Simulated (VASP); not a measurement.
A run of VASP 6.6.1 is set up as follows.

File INCAR:

```
ALGO = Normal ; EDIFF = 1E-6
ENCUT = 500 ; GGA = CA
GGA_COMPAT = False ; ISIF = 2
ISMEAR = 0 ; LASPH = True
LCHARG = False ; LREAL = False
LWAVE = False ; NBANDS = 16
NELM = 120 ; PREC = Accurate
SIGMA = 0.15
```

The input KPOINTS:

```
k-points
0
Gamma
  14 14 14
```

The input POSCAR:

```
InAs
1.0
    0.0000000000      2.8010896874      2.8010896874
    2.8010896874      0.0000000000      2.8010896874
    2.8010896874      2.8010896874      0.0000000000
In As
1 1
Direct
    0.4888182119      0.5111817881      0.5111817881
    0.0171361882     -0.0171361882     -0.0171361882
```

Potentials or basis: VASP PAW LDA potentials, release 64 (In_d, As).

The run is started by

```console
$ cat potpaw_LDA.64/In_d/POTCAR potpaw_LDA.64/As/POTCAR > POTCAR
$ mpirun -np 1 vasp_std > vasp.out
```

(1) Estimate the pressure.

(2) Estimate the largest force.

Results:

(1) 0.9 GPa.

(2) 0.497 eV/Å.

Caveat: the cell differs from its parent crystal (mode 4 frozen in at -0.096 Å and mode 5 at +0.000 Å (largest displacements)).
